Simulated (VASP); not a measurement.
# ZnMo3 (Pm-3m) in VASP: further runs

Runs on ZnMo3. Level: PBE. Tasks: single point.

Everything below comes from runs of VASP 6.6.1. Logs are shortened: lines on timing, memory, paths and dates and some standing lists are left out, and cuts for length are marked.

## Step 1: The cell of the first run

It takes space group Pm-3m (No. 221, cubic). Conventional cell: a = 3.807 Å, b = 3.807 Å, c = 3.807 Å, α = 90.00°, β = 90.00°, γ = 90.00°. Within 3.5 Å of Zn (site symmetry m-3m) lie 12 Mo at 2.69 Å. Within 3.5 Å of Mo (site symmetry 4/mmm) lie 4 Zn at 2.69 Å and 8 Mo at 2.69 Å.

## Step 2: Single point, PBE

INCAR

```
PREC = Accurate
ENCUT = 520
EDIFF = 1E-7
ISMEAR = 1
SIGMA = 0.1
LREAL = F
LASPH = T
NELM = 100
ALGO = Normal
ISIF = 2
LWAVE = F
LCHARG = F
GGA = PE
NBANDS = 35
```

KPOINTS

```
regular mesh
0
Gamma
  6 6 6
```

POSCAR

```
ZnMo3
1.0
    3.8071177414      0.0000000000      0.0000000000
    0.0000000000      3.8071177414      0.0000000000
    0.0000000000      0.0000000000      3.8071177414
Zn Mo
1 3
Direct
    0.0000000000      0.0000000000      0.0000000000
    0.0000000000      0.5000000000      0.5000000000
    0.5000000000      0.0000000000      0.5000000000
    0.5000000000      0.5000000000      0.0000000000
```

Potentials or basis: VASP PAW PBE potentials, release 64 (Zn, Mo_sv).

Launch:

```sh
cat potpaw_PBE.64/Zn/POTCAR potpaw_PBE.64/Mo_sv/POTCAR > POTCAR
mpirun -np 1 vasp_std > vasp.out
```

OUTCAR:

```text
PREC = Accurate
   ENCUT = 520
   EDIFF = 1E-7
   ISMEAR = 1
   LREAL = F
   LASPH = T
   NELM = 100
   ISIF = 2
   GGA = PE

 ion  position               nearest neighbor table
   1  0.000  0.000  0.000-   2 2.69   3 2.69   4 2.69   2 2.69   3 2.69   2 2.69   4 2.69   2 2.69
                             3 2.69   4 2.69   3 2.69   4 2.69
   2  0.000  0.500  0.500-   1 2.69   3 2.69   4 2.69   1 2.69   4 2.69   1 2.69   3 2.69   1 2.69
                             3 2.69   4 2.69   4 2.69   3 2.69
   3  0.500  0.000  0.500-   1 2.69   2 2.69   4 2.69   1 2.69   4 2.69   2 2.69   4 2.69   4 2.69
                             1 2.69   2 2.69   1 2.69   2 2.69
   4  0.500  0.500  0.000-   1 2.69   2 2.69   3 2.69   2 2.69   3 2.69   1 2.69   3 2.69   3 2.69
                             1 2.69   2 2.69   2 2.69   1 2.69

  LATTYP: Found a simple cubic cell.
 ALAT       =     3.8071177414

  Lattice vectors:

 A1 = (   3.8071177414,   0.0000000000,   0.0000000000)
 A2 = (   0.0000000000,   3.8071177414,   0.0000000000)
 A3 = (   0.0000000000,   0.0000000000,   3.8071177414)

Analysis of symmetry for initial positions (statically):
=====================================================================
 Subroutine PRICEL returns:
 Original cell was already a primitive cell.

 Routine SETGRP: Setting up the symmetry group for a
 simple cubic supercell.

 Subroutine GETGRP returns: Found 48 space group operations
 (whereof 48 operations were pure point group operations)
 out of a pool of 48 trial point group operations.

The static configuration has the point symmetry O_h .

Analysis of symmetry for dynamics (positions and initial velocities):
=====================================================================
 Subroutine PRICEL returns:
 Original cell was already a primitive cell.

 Routine SETGRP: Setting up the symmetry group for a
 simple cubic supercell.

 Subroutine GETGRP returns: Found 48 space group operations
 (whereof 48 operations were pure point group operations)
 out of a pool of 48 trial point group operations.

The dynamic configuration has the point symmetry O_h .

 Subroutine INISYM returns: Found 48 space group operations
 (whereof 48 operations are pure point group operations),
 and found     1 'primitive' translations

----------------------------------------------------------------------------------------

                                     Primitive cell

  volume of cell :      55.1809

  direct lattice vectors                    reciprocal lattice vectors
     3.807117741  0.000000000  0.000000000     0.262665898  0.000000000  0.000000000
     0.000000000  3.807117741  0.000000000     0.000000000  0.262665898  0.000000000
     0.000000000  0.000000000  3.807117741     0.000000000  0.000000000  0.262665898

  length of vectors
     3.807117741  3.807117741  3.807117741     0.262665898  0.262665898  0.262665898

  position of ions in fractional coordinates (direct lattice)
     0.000000000  0.000000000  0.000000000
     0.000000000  0.500000000  0.500000000
     0.500000000  0.000000000  0.500000000
     0.500000000  0.500000000  0.000000000

  ion indices of the primitive-cell ions
   primitive index   ion index
                 1           1
                 2           2
                 3           3
                 4           4

----------------------------------------------------------------------------------------

 KPOINTS: regular mesh

Automatic generation of k-mesh.
 Grid dimensions read from file:
 generate k-points for:    6    6    6

 Generating k-lattice:

  Cartesian coordinates                     Fractional coordinates (reciprocal lattice)
     0.043777650  0.000000000  0.000000000     0.166666667  0.000000000  0.000000000
     0.000000000  0.043777650  0.000000000     0.000000000  0.166666667  0.000000000
     0.000000000  0.000000000  0.043777650     0.000000000  0.000000000  0.166666667

  Length of vectors
     0.043777650  0.043777650  0.043777650

  Shift w.r.t. Gamma in fractional coordinates (k-lattice)
     0.000000000  0.000000000  0.000000000

 Subroutine IBZKPT returns following result:
 ===========================================

 Found     20 irreducible k-points:

 Following reciprocal coordinates:
            Coordinates               Weight
  0.000000  0.000000  0.000000      1.000000
  0.166667  0.000000  0.000000      6.000000
  0.333333  0.000000  0.000000      6.000000
  0.500000  0.000000  0.000000      3.000000
  0.166667  0.166667  0.000000     12.000000
  0.333333  0.166667  0.000000     24.000000
[... 12 lines left out ...]
  0.500000  0.500000  0.333333      6.000000
  0.500000  0.500000  0.500000      1.000000
   k-points           NKPTS =     20   k-points in BZ     NKDIM =     20   number of bands    NBANDS=     35
   number of dos      NEDOS =    301   number of ions     NIONS =      4
   total plane-waves  NPLWV =  21952
   dimension x,y,z NGX =    28 NGY =   28 NGZ =   28
   dimension x,y,z NGXF=    56 NGYF=   56 NGZF=   56
   ions per type =               1   3
   NGX,Y,Z   is equivalent  to a cutoff of  12.23, 12.23, 12.23 a.u.
   NGXF,Y,Z  is equivalent  to a cutoff of  24.45, 24.45, 24.45 a.u.
 SYSTEM =  unknown system
   PREC   = accura    normal or accurate (medium, high low for compatibility)
   ISTART =      0    job   : 0-new  1-cont  2-samecut
   ICHARG =      2    charge: 1-file 2-atom 10-const
   ISPIN  =      1    spin polarized calculation?
   LNONCOLLINEAR =      F non collinear calculations
   LSORBIT =      F    spin-orbit coupling
   LASPH  =      T    aspherical Exc in radial PAW
   ENCUT  =  520.0 eV  38.22 Ry    6.18 a.u.   7.08  7.08  7.08*2*pi/ulx,y,z
   NELM   =    100;   NELMIN=  2; NELMDL= -5     # of ELM steps
   EDIFF  = 0.1E-06   stopping-criterion for ELM
   LREAL  =      F    real-space projection
   EDIFFG = 0.1E-05   stopping-criterion for IOM
   NSW    =      0    number of steps for IOM
   IBRION =     -1    ionic relax: 0-MD 1-quasi-New 2-CG
   NFREE  =      0    steps in history (QN), initial steepest desc. (CG)
   ISIF   =      2    stress and relaxation
   ISYM   =      2    0-nonsym 1-usesym 2-fastsym
   POTIM  = 0.5000    time-step for ionic-motion
   TEBEG  =    0.0;   TEEND  =   0.0 temperature during run
   PSTRESS=    0.0 pullay stress
   NELECT =      54.0000    total number of electrons
   NUPDOWN=      -1.0000    fix difference up-down
   EMIN   =  10.00;   EMAX   =-10.00  energy-range for DOS
   EFERMI =   0.00;   METHOD = LEGACY
   ISMEAR =     1;   SIGMA  =   0.10  broadening in eV -4-tet -1-fermi 0-gaus
   EFERMI_NEDOS =   21; number of points for ismear=-14 and -15
   IALGO  =     38    algorithm
   IMIX   =      4    mixing-type and parameters
     AMIX     =   0.40;   BMIX     =  1.00
     AMIX_MAG =   1.60;   BMIX_MAG =  1.00
  volume/ion in A,a.u.               =      13.80        93.09
  Fermi-wavevector in a.u.,A,eV,Ry     =   1.625336  3.071439 35.942736  2.641717
  Thomas-Fermi vector in A             =   2.718476
   LORBIT       =      0    0 simple, 1 ext, 2 COOP (PROOUT), +10 PAW based schemes
   GGA     = PE    functional components
   LHFCALC =     F    Hartree Fock is set to
   AEXX    =    0.0000 exact exchange contribution
   IVDW    =     0    specifies the selected vdW correction
   LEPSILON=     F    determine dielectric tensor
   LRPA    =     F    only Hartree local field effects (RPA)
 non-spin polarized calculation
 Methfessel and Paxton  Order N= 1 SIGMA  =   0.10
  energy-cutoff  :      520.00
  volume of cell :       55.18
 maximum number of plane-waves:      1503
   NGX = 15   NGY = 15   NGZ = 15

 number of electron      53.9999987 magnetization

 Free energy of the ion-electron system (eV)
  ---------------------------------------------------
  ext. energy  EPLUGINS =         0.00000000
  ---------------------------------------------------
  free energy    TOTEN  =       -32.76254834 eV

  energy without entropy =      -32.76109182  energy(sigma->0) =      -32.76206283

 E-fermi :  11.8036     XC(G=0): -13.6350

 val. band max:       11.7300528433   @ k =   0.5000   0.3333   0.0000
 cond. band min:      11.8061273248   @ k =   0.1667   0.1667   0.1667
 fundamental gap:      0.0760744815
 Fermi energy:        11.8035970556

 k-point     1 :       0.0000    0.0000    0.0000
  band No.  band energies     occupation
      1     -49.2794      2.00000
      2     -48.8776      2.00000
      3     -48.8776      2.00000
      4     -23.8956      2.00000
      5     -23.8956      2.00000
      6     -23.8956      2.00000
[... 27 lines left out ...]
     34      17.0527      0.00000
     35      17.0527      0.00000

 k-point     2 :       0.1667    0.0000    0.0000
  band No.  band energies     occupation
      1     -49.2560      2.00000
      2     -48.9016      2.00000
      3     -48.8771      2.00000
      4     -23.8461      2.00000
      5     -23.8461      2.00000
      6     -23.8193      2.00000
[... 27 lines left out ...]
     34      17.0861      0.00000
     35      17.1214      0.00000

 k-point     3 :       0.3333    0.0000    0.0000
  band No.  band energies     occupation
      1     -49.1953      2.00000
      2     -48.9634      2.00000
      3     -48.8764      2.00000
      4     -23.7251      2.00000
      5     -23.7251      2.00000
      6     -23.6046      2.00000
[... 27 lines left out ...]
     34      17.0589      0.00000
     35      18.8148      0.00000
[... 571 lines left out ...]
 k-point    19 :       0.5000    0.5000    0.3333
  band No.  band energies     occupation
      1     -49.0091      2.00000
      2     -49.0089      2.00000
      3     -49.0089      2.00000
      4     -24.2410      2.00000
      5     -23.8130      2.00000
      6     -23.7303      2.00000
[... 27 lines left out ...]
     34      15.7363      0.00000
     35      16.6113      0.00000

 k-point    20 :       0.5000    0.5000    0.5000
  band No.  band energies     occupation
      1     -49.0084      2.00000
      2     -49.0084      2.00000
      3     -49.0084      2.00000
      4     -24.3405      2.00000
      5     -23.8104      2.00000
      6     -23.8104      2.00000
[... 27 lines left out ...]
     34      16.3076      0.00000
     35      16.3076      0.00000

------------------------ aborting loop because EDIFF is reached ----------------------------------------

  FORCE on cell =-STRESS in cart. coord.  units (eV):
  Direction    XX          YY          ZZ          XY          YZ          ZX
  --------------------------------------------------------------------------------------
  -------------------------------------------------------------------------------------
  Total        9.2670311      9.2670311      9.2670311      0.0000000      0.0000000      0.0000000
  in kB      269.0681402    269.0681402    269.0681402      0.0000000      0.0000000      0.0000000
  external PRESSURE =     269.0681402 kB  Pullay stress =       0.0000000 kB

 VOLUME and BASIS-vectors are now :
 -----------------------------------------------------------------------------
  energy-cutoff  :      520.00
  volume of cell :       55.18
      direct lattice vectors                 reciprocal lattice vectors
     3.807117741  0.000000000  0.000000000     0.262665898  0.000000000  0.000000000
     0.000000000  3.807117741  0.000000000     0.000000000  0.262665898  0.000000000
     0.000000000  0.000000000  3.807117741     0.000000000  0.000000000  0.262665898

 POSITION                                       TOTAL-FORCE (eV/Angst)
 -----------------------------------------------------------------------------------
      0.00000      0.00000      0.00000         0.000000      0.000000      0.000000
      0.00000      1.90356      1.90356         0.000000      0.000000      0.000000
      1.90356      0.00000      1.90356         0.000000      0.000000      0.000000
      1.90356      1.90356      0.00000         0.000000      0.000000      0.000000
 -----------------------------------------------------------------------------------
    total drift:                                0.000000      0.000000      0.000000

  FREE ENERGIE OF THE ION-ELECTRON SYSTEM (eV)
  ---------------------------------------------------
  free  energy   TOTEN  =       -32.7625483353 eV

  energy  without entropy=      -32.7610918233  energy(sigma->0) =      -32.76206283
```

Run time: 24 s. Hardware: 1 thread of Intel Xeon Platinum 8375C at 2.90GHz (Ice Lake), shared host; peak memory 0.17 GiB.

Results:

```
Free energy            : -32.7625 eV
Pressure               : 26.9 GPa
Band gap on the k mesh : zero (band 27 reaches 12.81 eV, above the bottom of band 28 at 11.29 eV)
```

## Step 3: Single point, PBE

This run uses another cell than the first one, of 14.18 Å³/atom, 1.028 times its volume.

INCAR is that of step 2.

KPOINTS

```
Automatic mesh
0
Gamma
  6 6 6
```

POSCAR

```
ZnMo3
1.0
    3.8420473782      0.0000000000      0.0000000000
    0.0000000000      3.8420473782      0.0000000000
    0.0000000000      0.0000000000      3.8420473782
Zn Mo
1 3
Direct
    0.0000000000      0.0000000000      0.0000000000
    0.0000000000      0.5000000000      0.5000000000
    0.5000000000      0.0000000000      0.5000000000
    0.5000000000      0.5000000000      0.0000000000
```

Potentials or basis: VASP PAW PBE potentials, release 64 (Zn, Mo_sv).

Launch:

```sh
cat potpaw_PBE.64/Zn/POTCAR potpaw_PBE.64/Mo_sv/POTCAR > POTCAR
mpirun -np 1 vasp_std > vasp.out
```

It took 34 s on 1 thread of Intel Xeon Platinum 8375C at 2.90GHz (Ice Lake), shared host; peak memory 0.18 GiB.

Results (log left out):

```yaml
Free_energy: -32.9791 eV
Pressure: 18.4 GPa
Band_gap_on_the_k_mesh: zero (band 27 reaches 12.37 eV, above the bottom of band 28 at 10.85 eV)
```

Levels at points of the mesh, in eV from the Fermi level:
```tsv
k point	band 23	band 24	band 25	band 26	band 27	band 28	band 29	band 30	band 31	band 32
(0.00, 0.00, 0.00)	-3.35	-3.35	0.98	0.98	0.98	2.19	2.19	2.19	2.90	2.90
(0.50, 0.00, 0.00)	-3.07	-1.56	-0.88	-0.88	-0.42	0.02	0.35	0.91	0.91	1.30
(0.50, 0.50, 0.00)	-2.59	-2.38	-2.29	-0.77	-0.77	0.28	0.28	0.31	1.59	1.77
(0.50, 0.50, 0.50)	-1.42	-1.42	-0.36	-0.36	-0.36	0.79	0.79	0.79	1.85	1.85
```
